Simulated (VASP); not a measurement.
# BiTe (Fm-3m) in VASP: settings compared

Aim: see how the results for BiTe move with the level of theory and the settings. Levels: r2SCAN0, HSE06, PBEsol, PBE, revPBE. Tasks: single point.

Program: VASP 6.6.1. These are calculated values, not measurements. Logs are shortened: lines on timing, memory, paths and dates and some standing lists are left out, and cuts for length are marked.

## (1) The cell of the first run

It takes space group Fm-3m (No. 225, cubic). The conventional cell has a = 6.470 Å, b = 6.470 Å, c = 6.470 Å, α = 90.00°, β = 90.00°, γ = 90.00°. Bi (site symmetry m-3m) has 6 Te at 3.23 Å within 4.3 Å. Te (site symmetry m-3m) has 6 Bi at 3.23 Å within 4.3 Å.

## (2) Single point, r2SCAN0

File POSCAR:

```
BiTe
1.0
    0.0000000000      3.2350000000      3.2350000000
    3.2350000000      0.0000000000      3.2350000000
    3.2350000000      3.2350000000      0.0000000000
Bi Te
1 1
Direct
    0.0000000000      0.0000000000      0.0000000000
    0.5000000000      0.5000000000      0.5000000000
```

File INCAR.step1:

```
SYSTEM = BiTe
PREC = Accurate
ENCUT = 520
EDIFF = 1E-5
ISMEAR = -1
SIGMA = 0.05
LREAL = .False.
LASPH = .True.
NELM = 80
ALGO = Normal
ISIF = 2
LWAVE = .True.
LCHARG = .False.
NBANDS = 18
GGA = PE
```

File INCAR.step2:

```
SYSTEM = BiTe
PREC = Accurate
ENCUT = 520
EDIFF = 1E-6
ISMEAR = -1
SIGMA = 0.05
LREAL = .False.
LASPH = .True.
NELM = 80
ALGO = Normal
ISIF = 2
LWAVE = .False.
LCHARG = .False.
METAGGA = R2SCAN
LHFCALC = .True.
AEXX = 0.25
LMIXTAU = .True.
PRECFOCK = Normal
NBANDS = 18
ISTART = 1
```

File KPOINTS:

```
Automatic mesh
0
Gamma
  4 4 4
  0 0 0
```

Potentials or basis: VASP PAW PBE potentials, release 64 (Bi_d, Te).

The run is started by

```console
$ cat potpaw_PBE.64/Bi_d/POTCAR potpaw_PBE.64/Te/POTCAR > POTCAR
$ cp INCAR.step1 INCAR
$ mpirun -np 1 vasp_std > vasp.out
$ cp INCAR.step2 INCAR
$ mpirun -np 1 vasp_std > vasp.out
```

OUTCAR:

```text
SYSTEM = BiTe
   PREC = Accurate
   ENCUT = 520
   EDIFF = 1E-6
   ISMEAR = -1
   LREAL = .False.
   LASPH = .True.
   NELM = 80
   ISIF = 2
   METAGGA = R2SCAN
   LHFCALC = .True.
   AEXX = 0.25
   PRECFOCK = Normal
   ISTART = 1

 ion  position               nearest neighbor table
   1  0.000  0.000  0.000-   2 3.23   2 3.23   2 3.23   2 3.23   2 3.23   2 3.23
   2  0.500  0.500  0.500-   1 3.23   1 3.23   1 3.23   1 3.23   1 3.23   1 3.23

  LATTYP: Found a face centered cubic cell.
 ALAT       =     6.4700000000

  Lattice vectors:

 A1 = (   0.0000000000,   3.2350000000,   3.2350000000)
 A2 = (   3.2350000000,   0.0000000000,   3.2350000000)
 A3 = (   3.2350000000,   3.2350000000,   0.0000000000)

Analysis of symmetry for initial positions (statically):
=====================================================================
 Subroutine PRICEL returns:
 Original cell was already a primitive cell.

 Routine SETGRP: Setting up the symmetry group for a
 face centered cubic supercell.

 Subroutine GETGRP returns: Found 48 space group operations
 (whereof 48 operations were pure point group operations)
 out of a pool of 48 trial point group operations.

The static configuration has the point symmetry O_h .

Analysis of symmetry for dynamics (positions and initial velocities):
=====================================================================
 Subroutine PRICEL returns:
 Original cell was already a primitive cell.

 Routine SETGRP: Setting up the symmetry group for a
 face centered cubic supercell.

 Subroutine GETGRP returns: Found 48 space group operations
 (whereof 48 operations were pure point group operations)
 out of a pool of 48 trial point group operations.

The dynamic configuration has the point symmetry O_h .

 Subroutine INISYM returns: Found 48 space group operations
 (whereof 48 operations are pure point group operations),
 and found     1 'primitive' translations

----------------------------------------------------------------------------------------

                                     Primitive cell

  volume of cell :      67.7100

  direct lattice vectors                    reciprocal lattice vectors
     0.000000000  3.235000000  3.235000000    -0.154559505  0.154559505  0.154559505
     3.235000000  0.000000000  3.235000000     0.154559505 -0.154559505  0.154559505
     3.235000000  3.235000000  0.000000000     0.154559505  0.154559505 -0.154559505

  length of vectors
     4.574980874  4.574980874  4.574980874     0.267704916  0.267704916  0.267704916

  position of ions in fractional coordinates (direct lattice)
     0.000000000  0.000000000  0.000000000
     0.500000000  0.500000000  0.500000000

  ion indices of the primitive-cell ions
   primitive index   ion index
                 1           1
                 2           2

----------------------------------------------------------------------------------------

 KPOINTS: Automatic mesh

Automatic generation of k-mesh.
 Grid dimensions read from file:
 generate k-points for:    4    4    4

 Generating k-lattice:

  Cartesian coordinates                     Fractional coordinates (reciprocal lattice)
    -0.038639876  0.038639876  0.038639876     0.250000000  0.000000000  0.000000000
     0.038639876 -0.038639876  0.038639876     0.000000000  0.250000000  0.000000000
     0.038639876  0.038639876 -0.038639876     0.000000000  0.000000000  0.250000000

  Length of vectors
     0.066926229  0.066926229  0.066926229

  Shift w.r.t. Gamma in fractional coordinates (k-lattice)
     0.000000000  0.000000000  0.000000000

 Subroutine IBZKPT returns following result:
 ===========================================

 Found      8 irreducible k-points:

 Following reciprocal coordinates:
            Coordinates               Weight
  0.000000  0.000000  0.000000      1.000000
  0.250000  0.000000  0.000000      8.000000
  0.500000  0.000000  0.000000      4.000000
  0.250000  0.250000  0.000000      6.000000
  0.500000  0.250000  0.000000     24.000000
 -0.250000  0.250000  0.000000     12.000000
  0.500000  0.500000  0.000000      3.000000
 -0.250000  0.500000  0.250000      6.000000
   k-points           NKPTS =      8   k-points in BZ     NKDIM =     64   number of bands    NBANDS=     18
   number of dos      NEDOS =    301   number of ions     NIONS =      2
   total plane-waves  NPLWV =  46656
   dimension x,y,z NGX =    36 NGY =   36 NGZ =   36
   dimension x,y,z NGXF=    72 NGYF=   72 NGZF=   72
   ions per type =               1   1
   NGX,Y,Z   is equivalent  to a cutoff of  13.08, 13.08, 13.08 a.u.
   NGXF,Y,Z  is equivalent  to a cutoff of  26.16, 26.16, 26.16 a.u.
 SYSTEM =  BiTe
   PREC   = accura    normal or accurate (medium, high low for compatibility)
   ISTART =      1    job   : 0-new  1-cont  2-samecut
   ICHARG =      0    charge: 1-file 2-atom 10-const
   ISPIN  =      1    spin polarized calculation?
   LNONCOLLINEAR =      F non collinear calculations
   LSORBIT =      F    spin-orbit coupling
   LASPH  =      T    aspherical Exc in radial PAW
   ENCUT  =  520.0 eV  38.22 Ry    6.18 a.u.   8.51  8.51  8.51*2*pi/ulx,y,z
   NELM   =     80;   NELMIN=  2; NELMDL=  0     # of ELM steps
   EDIFF  = 0.1E-05   stopping-criterion for ELM
   LREAL  =      F    real-space projection
   EDIFFG = 0.1E-04   stopping-criterion for IOM
   NSW    =      0    number of steps for IOM
   IBRION =     -1    ionic relax: 0-MD 1-quasi-New 2-CG
   NFREE  =      0    steps in history (QN), initial steepest desc. (CG)
   ISIF   =      2    stress and relaxation
   ISYM   =      3    0-nonsym 1-usesym 2-fastsym
   POTIM  = 0.5000    time-step for ionic-motion
   TEBEG  =    0.0;   TEEND  =   0.0 temperature during run
   PSTRESS=    0.0 pullay stress
   NELECT =      21.0000    total number of electrons
   NUPDOWN=      -1.0000    fix difference up-down
   EMIN   =  10.00;   EMAX   =-10.00  energy-range for DOS
   EFERMI =   0.00;   METHOD = LEGACY
   ISMEAR =    -1;   SIGMA  =   0.05  broadening in eV -4-tet -1-fermi 0-gaus
   EFERMI_NEDOS =   21; number of points for ismear=-14 and -15
   IALGO  =     38    algorithm
   IMIX   =      1    mixing-type and parameters
     AMIX     =   0.40;   BMIX     =  1.00
     AMIX_MAG =   1.60;   BMIX_MAG =  1.00
  volume/ion in A,a.u.               =      33.86       228.46
  Fermi-wavevector in a.u.,A,eV,Ry     =   1.108146  2.094092 16.707785  1.227988
  Thomas-Fermi vector in A             =   2.244669
   LORBIT       =      0    0 simple, 1 ext, 2 COOP (PROOUT), +10 PAW based schemes
   METAGGA = R2SCAN    functional components
   LHFCALC =     T    Hartree Fock is set to
   PRECFOCK=normal    Normal, Fast or Accurate (Low or Medium for compatibility)
   ENCUT4O =  -1.0   cutoff for four orbital integrals eV
   NKREDX  =     1    reduce k-point grid by
   NKREDY  =     1    reduce k-point grid by
   NKREDZ  =     1    reduce k-point grid by
   AEXX    =    0.2500 exact exchange contribution
   HFSCREEN=    0.0000 screening length (either q_TF or 0.3 A-1)
   HFSCREENC=   0.0000 screening length for correlation (either q_TF or 0.3 A-1)
   ENCUTFOCK=  -1.0 apply spherical cutoff to Coloumb kernel
   IVDW    =     0    specifies the selected vdW correction
   LEPSILON=     F    determine dielectric tensor
   LRPA    =     F    only Hartree local field effects (RPA)
 non-spin polarized calculation
  energy-cutoff  :      520.00
  volume of cell :       67.71
 maximum number of plane-waves:      1847
 NGX is ok and might be reduce to    36
  NGX = 28; NGY = 28; NGZ = 28

 number of electron      21.0000001 magnetization

 Free energy of the ion-electron system (eV)
  ---------------------------------------------------
  ext. energy  EPLUGINS =         0.00000000
  ---------------------------------------------------
  free energy    TOTEN  =       -67.83324109 eV

  energy without entropy =      -67.82479258  energy(sigma->0) =      -67.82901684

 E-fermi :   6.7107     XC(G=0):  -7.8371

 val. band max:        6.0356678145   @ k =  -0.2500   0.2500   0.0000
 cond. band min:       6.7911639048   @ k =  -0.2500   0.2500   0.0000
 fundamental gap:      0.7554960903
 Fermi energy:         6.7106925306

 k-point     1 :       0.0000    0.0000    0.0000
  band No.  band energies     occupation
      1     -19.7400      2.00000
      2     -19.7400      2.00000
      3     -19.7285      2.00000
      4     -19.7285      2.00000
      5     -19.7285      2.00000
      6      -9.3585      2.00000
[... 10 lines left out ...]
     17      13.8436      0.00000
     18      14.2484      0.00000

 k-point     2 :       0.2500    0.0000    0.0000
  band No.  band energies     occupation
      1     -19.7427      2.00000
      2     -19.7427      2.00000
      3     -19.7276      2.00000
      4     -19.7254      2.00000
      5     -19.7254      2.00000
      6      -8.7224      2.00000
[... 10 lines left out ...]
     17      16.7233      0.00000
     18      17.1012      0.00000

 k-point     3 :       0.5000    0.0000    0.0000
  band No.  band energies     occupation
      1     -19.7455      2.00000
      2     -19.7455      2.00000
      3     -19.7263      2.00000
      4     -19.7218      2.00000
      5     -19.7218      2.00000
      6      -7.1442      2.00000
[... 10 lines left out ...]
     17      16.0382      0.00000
     18      17.2080      0.00000

 k-point     4 :       0.2500    0.2500    0.0000
  band No.  band energies     occupation
      1     -19.7485      2.00000
      2     -19.7377      2.00000
      3     -19.7303      2.00000
      4     -19.7232      2.00000
      5     -19.7232      2.00000
      6      -8.5443      2.00000
[... 10 lines left out ...]
     17      14.9262      0.00000
     18      14.9537      0.00000

 k-point     5 :       0.5000    0.2500    0.0000
  band No.  band energies     occupation
      1     -19.7513      2.00000
      2     -19.7402      2.00000
      3     -19.7282      2.00000
      4     -19.7212      2.00000
      5     -19.7200      2.00000
      6      -7.3347      2.00000
[... 10 lines left out ...]
     17      17.3081      0.00000
     18      17.8680      0.00000

 k-point     6 :      -0.2500    0.2500    0.0000
  band No.  band energies     occupation
      1     -19.7457      2.00000
      2     -19.7441      2.00000
      3     -19.7252      2.00000
      4     -19.7233      2.00000
      5     -19.7231      2.00000
      6      -7.7414      2.00000
[... 10 lines left out ...]
     17      15.9590      0.00000
     18      17.6353      0.00000

 k-point     7 :       0.5000    0.5000    0.0000
  band No.  band energies     occupation
      1     -19.7577      2.00000
      2     -19.7353      2.00000
      3     -19.7320      2.00000
      4     -19.7174      2.00000
      5     -19.7174      2.00000
      6      -7.2957      2.00000
[... 10 lines left out ...]
     17      17.5713      0.00000
     18      18.5547      0.00000

 k-point     8 :      -0.2500    0.5000    0.2500
  band No.  band energies     occupation
      1     -19.7521      2.00000
      2     -19.7403      2.00000
      3     -19.7250      2.00000
      4     -19.7250      2.00000
      5     -19.7174      2.00000
      6      -6.7135      2.00000
[... 10 lines left out ...]
     17      17.6296      0.00000
     18      18.6806      0.00000

------------------------ aborting loop because EDIFF is reached ----------------------------------------

  FORCE on cell =-STRESS in cart. coord.  units (eV):
  Direction    XX          YY          ZZ          XY          YZ          ZX
  --------------------------------------------------------------------------------------
  -------------------------------------------------------------------------------------
  Total       -0.8870558     -0.8870558     -0.8870558      0.0000000      0.0000000      0.0000000
  in kB      -20.9898175    -20.9898175    -20.9898175      0.0000000      0.0000000      0.0000000
  external PRESSURE =     -20.9898175 kB  Pullay stress =       0.0000000 kB

 VOLUME and BASIS-vectors are now :
 -----------------------------------------------------------------------------
  energy-cutoff  :      520.00
  volume of cell :       67.71
      direct lattice vectors                 reciprocal lattice vectors
     0.000000000  3.235000000  3.235000000    -0.154559505  0.154559505  0.154559505
     3.235000000  0.000000000  3.235000000     0.154559505 -0.154559505  0.154559505
     3.235000000  3.235000000  0.000000000     0.154559505  0.154559505 -0.154559505

 POSITION                                       TOTAL-FORCE (eV/Angst)
 -----------------------------------------------------------------------------------
      0.00000      0.00000      0.00000        -0.000000      0.000000      0.000000
      3.23500      3.23500      3.23500         0.000000     -0.000000     -0.000000
 -----------------------------------------------------------------------------------
    total drift:                               -0.000003     -0.000002     -0.000004

  FREE ENERGIE OF THE ION-ELECTRON SYSTEM (eV)
  ---------------------------------------------------
  free  energy   TOTEN  =       -67.8332410901 eV

  energy  without entropy=      -67.8247925838  energy(sigma->0) =      -67.82901684
```

Run time: 15 min. Hardware: 1 thread of Intel Xeon Platinum 8375C at 2.90GHz (Ice Lake), shared host; peak memory 0.23 GiB.

Results:

```
Free energy : -67.8332 eV
Pressure    : -2.1 GPa
```

Caveat: the k points lie up to 0.42 Å⁻¹ apart; the PAW data sets were made with another functional, which shifts forces and pressure a little; spin-orbit coupling is left out, which moves the levels of the heavy elements.

## (3) Single point, HSE06

This run uses another cell than the first one, of 35.89 Å³/atom, 1.060 times its volume.

File POSCAR:

```
BiTe
1.0
    0.0000000000      3.2984474805      3.2984474805
    3.2984474805      0.0000000000      3.2984474805
    3.2984474805      3.2984474805      0.0000000000
Bi Te
1 1
Direct
    0.0000000000      0.0000000000      0.0000000000
    0.5000000000      0.5000000000      0.5000000000
```

File INCAR.step1:

```
ALGO = Normal ; EDIFF = 1E-5
ENCUT = 520 ; GGA = PE
ISIF = 2 ; ISMEAR = -1
LASPH = True ; LREAL = False
LWAVE = True ; NBANDS = 18
NELM = 100 ; PREC = Accurate
SIGMA = 0.05
```

File INCAR.step2:

```
ALGO = Normal ; EDIFF = 1E-7
ENCUT = 520 ; GGA = PE
HFSCREEN = 0.2079 ; ISIF = 2
ISMEAR = -1 ; ISTART = 1
LASPH = True ; LCHARG = True
LELF = True ; LHFCALC = True
LREAL = False ; LVHAR = True
LWAVE = False ; NBANDS = 18
NELM = 100 ; PREC = Accurate
PRECFOCK = Normal ; SIGMA = 0.05
```

File KPOINTS:

```
k-points
0
Gamma
  4 4 4
```

Potentials or basis: VASP PAW PBE potentials, release 64 (Bi_d, Te).

The run is started by

```console
$ cat potpaw_PBE.64/Bi_d/POTCAR potpaw_PBE.64/Te/POTCAR > POTCAR
$ cp INCAR.step1 INCAR
$ mpirun -np 1 vasp_std > vasp.out
$ cp INCAR.step2 INCAR
$ mpirun -np 1 vasp_std > vasp.out
```

Wall time 44 min (1 thread of AMD EPYC 7R13, shared host); peak memory 0.3 GiB.

The run converged. Its results:

* Free energy: -8.5932 eV
* Pressure: -3.7 GPa

Levels at points of the mesh, in eV from the Fermi level:
```
           k point  band 7  band 8  band 9  band 10  band 11  band 12  band 13  band 14
(0.00, 0.00, 0.00)   -9.01   -2.79   -2.79    -2.79     2.44     2.44     2.44     5.18
(0.50, 0.00, 0.00)  -12.13   -2.11   -2.11    -1.79    -0.76    -0.54    -0.54     7.81
(0.50, 0.50, 0.00)  -10.86   -6.00   -4.30    -4.30     2.74     3.84     3.84     5.19
```

Caveat: the k points lie up to 0.41 Å⁻¹ apart; the PAW data sets were made with another functional, which shifts forces and pressure a little; spin-orbit coupling is left out, which moves the levels of the heavy elements.

[end of part 1 of 2]
